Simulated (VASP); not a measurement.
# GaN (P6_3mc) in VASP: vibrations by perturbation theory with RPBE

Aim: the vibrations by perturbation theory of GaN with RPBE.

Program: VASP 6.6.1. These are calculated values, not measurements. Logs are shortened: lines on timing, memory, paths and dates and some standing lists are left out, and cuts for length are marked.

**1. The cell of the first run**

Symmetry: P6_3mc, No. 186, hexagonal system. The conventional cell has a = 3.180 Å, b = 3.180 Å, c = 5.166 Å, α = 90.00°, β = 90.00°, γ = 120.00°. Within 2.6 Å of Ga (site symmetry 3m) lie 4 N at 1.94 to 1.95 Å. N (site symmetry 3m) has 4 Ga at 1.94 to 1.95 Å within 2.6 Å.

**2. Vibrations by perturbation theory, RPBE**

Contents of INCAR:

```
SYSTEM = GaN
  PREC = Accurate
  ENCUT = 520
  EDIFF = 1E-8
  ISMEAR = 0
  SIGMA = 0.01
  LREAL = .FALSE.
  LASPH = .TRUE.
  NELM = 80
  ALGO = Normal
  ISIF = 2
  LWAVE = .FALSE.
  LCHARG = .FALSE.
  GGA = RP
  NBANDS = 26
  IBRION = 8
  NSW = 1
```

Contents of KPOINTS:

```
Automatic mesh
0
G
  6 6 3
  0 0 0
```

Contents of POSCAR:

```
GaN
1.0
    3.1800000000      0.0000000000      0.0000000000
   -1.5900000000      2.7539610000      0.0000000000
    0.0000000000      0.0000000000      5.1660000000
Ga N
2 2
Direct
    0.3333333333      0.6666666667      0.0000000000
    0.6666666667      0.3333333333      0.5000000000
    0.3333333333      0.6666666667      0.3750000000
    0.6666666667      0.3333333333      0.8750000000
```

Potentials or basis: VASP PAW PBE potentials, release 64 (Ga_d, N).

The run is started by

```bash
$ cat potpaw_PBE.64/Ga_d/POTCAR potpaw_PBE.64/N/POTCAR > POTCAR
$ mpirun -np 1 vasp_std > vasp.out
```

OUTCAR:

```text
SYSTEM = GaN
   PREC = Accurate
   ENCUT = 520
   EDIFF = 1E-8
   ISMEAR = 0
   LREAL = .FALSE.
   LASPH = .TRUE.
   NELM = 80
   ISIF = 2
   GGA = RP
   IBRION = 8
   NSW = 1

 ion  position               nearest neighbor table
   1  0.333  0.667  0.000-   3 1.94   4 1.95   4 1.95   4 1.95
   2  0.667  0.333  0.500-   4 1.94   3 1.95   3 1.95   3 1.95
   3  0.333  0.667  0.375-   1 1.94   2 1.95   2 1.95   2 1.95
   4  0.667  0.333  0.875-   2 1.94   1 1.95   1 1.95   1 1.95

  LATTYP: Found a hexagonal cell.
 ALAT       =     3.1800000000
 C/A-ratio  =     1.6245283019

  Lattice vectors:

 A1 = (   3.1800000000,   0.0000000000,   0.0000000000)
 A2 = (  -1.5900000000,   2.7539610000,   0.0000000000)
 A3 = (   0.0000000000,   0.0000000000,   5.1660000000)

Analysis of symmetry for initial positions (statically):
=====================================================================
 Subroutine PRICEL returns:
 Original cell was already a primitive cell.

 Routine SETGRP: Setting up the symmetry group for a
 hexagonal supercell.

 Subroutine GETGRP returns: Found 12 space group operations
 (whereof  6 operations were pure point group operations)
 out of a pool of 24 trial point group operations.

The static configuration has the point symmetry C_3v.
 The point group associated with its full space group is C_6v.

Analysis of symmetry for dynamics (positions and initial velocities):
=====================================================================
 Subroutine PRICEL returns:
 Original cell was already a primitive cell.

 Routine SETGRP: Setting up the symmetry group for a
 hexagonal supercell.

 Subroutine GETGRP returns: Found 12 space group operations
 (whereof  6 operations were pure point group operations)
 out of a pool of 24 trial point group operations.
[... 589 lines left out ...]
  free  energy   TOTEN  =       -22.5871401569 eV

  energy  without entropy=      -22.5871401569  energy(sigma->0) =      -22.58714016

[... ionic steps 2 to 9 ...]

--------------------------------------- Ionic step       10  -------------------------------------------

------------------------ aborting loop because EDIFF is reached ----------------------------------------

[... ionic steps 11 to 11 ...]

--------------------------------------- Ionic step       12  -------------------------------------------

 Free energy of the ion-electron system (eV)
  ---------------------------------------------------
  ---------------------------------------------------
  free energy    TOTEN  =        -0.24837203 eV

  energy without entropy =       -0.24837203

------------------------ aborting loop because EDIFF is reached ----------------------------------------

 INTERNAL STRAIN TENSOR  FOR ION    3  DIRECTION 3   (eV/Angst):
 -----------------------------------------------------------------------------
     5.71476 -0.00000  0.00000
    -0.00000  5.71476 -0.00000
     0.00000  0.00000-12.10888

 INTERNAL STRAIN TENSOR FOR ION    4 for displacements in x,y,z  (eV/Angst):
          X           Y           Z          XY          YZ          ZX
  --------------------------------------------------------------------------------
  x     0.00000     0.00000    -0.00000     9.93956     0.00000     5.78165
  y     9.93956    -9.93957     0.00000     0.00000     6.05854    -0.00000
  z     5.71476     5.71476   -12.10888     0.00000     0.00000     0.00000

 SECOND DERIVATIVES (NOT SYMMETRIZED)
 ------------------------------------
               1X          1Y          1Z          2X          2Y          2Z          3X          3Y          3Z          4X          4Y          4Z
  1X   -13.184576    0.000000   -0.000000    0.454896   -0.000000    0.000000    0.854393    0.000000    0.000000   11.875287    0.000000    0.000000
  1Y     0.000000  -13.184578    0.000000    0.000000    0.454896    0.000000   -0.000000    0.854393    0.000000    0.000000   11.875289    0.000000
  1Z     0.000000    0.000000  -21.256070    0.000000    0.000000    8.486227    0.000000   -0.000000    8.143837    0.000000    0.000000    4.626006
  2X     0.454896    0.000000    0.000000  -13.184576    0.000000    0.000000   11.875287    0.000000    0.000000    0.854393    0.000000    0.000000
  2Y     0.000000    0.454896   -0.000000    0.000000  -13.184578    0.000000   -0.000000   11.875289   -0.000000    0.000000    0.854393   -0.000000
  2Z     0.000000   -0.000000    8.486227    0.000000   -0.000000  -21.256070    0.000000   -0.000000    4.626006    0.000000    0.000000    8.143837
  3X     0.853502    0.000000    0.000000   11.878046    0.000000   -0.000000  -13.422248    0.000000    0.000000    0.690700    0.000000   -0.000000
  3Y    -0.000000    0.853502    0.000000    0.000000   11.878048    0.000000    0.000000  -13.422250    0.000000    0.000000    0.690700    0.000000
  3Z     0.000000    0.000000    8.132560    0.000000   -0.000000    4.652526    0.000000    0.000000  -19.038307    0.000000    0.000000    6.253221
  4X    11.878046   -0.000000    0.000000    0.853502    0.000000   -0.000000    0.690700    0.000000   -0.000000  -13.422248    0.000000    0.000000
  4Y     0.000000   11.878048    0.000000   -0.000000    0.853502    0.000000    0.000000    0.690700    0.000000   -0.000000  -13.422250    0.000000
  4Z    -0.000000    0.000000    4.652526    0.000000    0.000000    8.132560    0.000000   -0.000000    6.253221    0.000000    0.000000  -19.038307

 Eigenvectors and eigenvalues of the dynamical matrix
 ----------------------------------------------------

   1 f  =   21.064031 THz   132.349212 2PiTHz  702.620453 cm-1    87.113794 meV
             X         Y         Z           dx          dy          dz
     -0.000000  1.835974  0.000000     0.000000    0.000000    0.056831
      1.590000  0.917987  2.583000     0.000000    0.000000   -0.056831
     -0.000000  1.835974  1.937250     0.000000    0.000000   -0.704819
      1.590000  0.917987  4.520250    -0.000000   -0.000000    0.704819
[... 71 lines left out ...]
  12 f/i=    0.003642 THz     0.022884 2PiTHz    0.121488 cm-1     0.015063 meV
             X         Y         Z           dx          dy          dz
     -0.000000  1.835974  0.000000    -0.000000   -0.000000   -0.645344
      1.590000  0.917987  2.583000    -0.000000   -0.000000   -0.645344
     -0.000000  1.835974  1.937250    -0.000000   -0.000000   -0.289017
      1.590000  0.917987  4.520250    -0.000000   -0.000000   -0.289017

--------------------------------------------------------------------------------------------------------

 ELASTIC MODULI CONTR FROM IONIC RELAXATION (kBar)
 Direction    XX          YY          ZZ          XY          YZ          ZX
 --------------------------------------------------------------------------------
 XX        -677.5146    316.3244    382.2890     -0.0000     -0.0000     -0.0000
 YY         316.3244   -677.5148    382.2890      0.0000      0.0000      0.0000
 ZZ         382.2890    382.2890   -809.2403     -0.0000      0.0000      0.0000
 XY          -0.0000      0.0000     -0.0000   -496.9195      0.0000     -0.0000
 YZ          -0.0000      0.0000      0.0000      0.0000   -177.1409     -0.0000
 ZX          -0.0000      0.0000      0.0000      0.0000     -0.0000   -190.9463
 --------------------------------------------------------------------------------
```

OSZICAR:

```text
N       E                     dE             d eps       ncg     rms          rms(c)
DAV:   1     0.273539560945E+03    0.27354E+03   -0.17621E+04   816   0.261E+03
DAV:   2     0.663552964753E+01   -0.26690E+03   -0.25137E+03   800   0.479E+02
DAV:   3    -0.255497390235E+02   -0.32185E+02   -0.31783E+02   848   0.139E+02
[... 90 lines left out ...]
RMM:   8    -0.248372211398E+00    0.53641E-05    0.53054E-06  1650   0.236E-03    0.303E-04
RMM:   9    -0.248371767569E+00    0.44383E-06    0.29552E-06  1628   0.108E-03    0.533E-05
RMM:  10    -0.248371762875E+00    0.46944E-08    0.89250E-07  1748   0.434E-04    0.171E-05
RMM:  11    -0.248371940135E+00   -0.17726E-06    0.36081E-07  1740   0.204E-04    0.796E-06
RMM:  12    -0.248372030752E+00   -0.90617E-07    0.84485E-08  1743   0.126E-04    0.292E-06
RMM:  13    -0.248372029916E+00    0.83524E-09   -0.20787E-08  1864   0.973E-05    0.958E-07
 Linear response finished
```

stdout:

```text
POSCAR found type information on POSCAR GaN
 POSCAR found :  2 types and       4 ions
 scaLAPACK will be used
 -----------------------------------------------------------------------------
|                                                                             |
|                                                                             |
|     You enforced a specific xc type in the INCAR file but a different       |
|     I HOPE YOU KNOW WHAT YOU ARE DOING!                                     |
|                                                                             |
 -----------------------------------------------------------------------------

 LDA part: xc-table for (Slater+PW92), standard interpolation
 POSCAR, INCAR and KPOINTS ok, starting setup
 FFT: planning ... GRIDC
 FFT: planning ... GRID_SOFT
 FFT: planning ... GRID
 WAVECAR not read
 entering main loop
 Linear response reoptimize wavefunctions to high precision
 Linear response DOF=           4
 Linear response progress:
 first order change of Fermi-energy   0.42585E-05
 force on displaced ion       1 direction 1 : -13.185   0.005   0.000
 Linear response progress:
 first order change of Fermi-energy   0.35794E+00
 force on displaced ion       1 direction 3 :  -0.000  -0.000 -21.256
 Linear response progress:
 first order change of Fermi-energy  -0.28273E-04
 force on displaced ion       3 direction 1 : -13.422  -0.000  -0.000
 Linear response progress:
 first order change of Fermi-energy  -0.42205E+00
 force on displaced ion       3 direction 3 :   0.000  -0.000 -19.038
 Linear response finished
```

Run time: 3.1 min. Hardware: 1 thread of Intel Xeon Platinum 8488C (Sapphire Rapids), shared host; peak memory 0.29 GiB.

Results:

```
Highest phonon frequency at Γ, LO-TO splitting left out : 703 cm⁻¹
```

Phonon frequencies in cm⁻¹ (negative: imaginary):
```
              q point                                frequencies
(0.000, 0.000, 0.000)  0 0 0 132 132 337 545 545 546 557 557 703
```

Caveat: the k points lie up to 0.41 Å⁻¹ apart; the cell stands under pressure or tension, which shifts response properties.
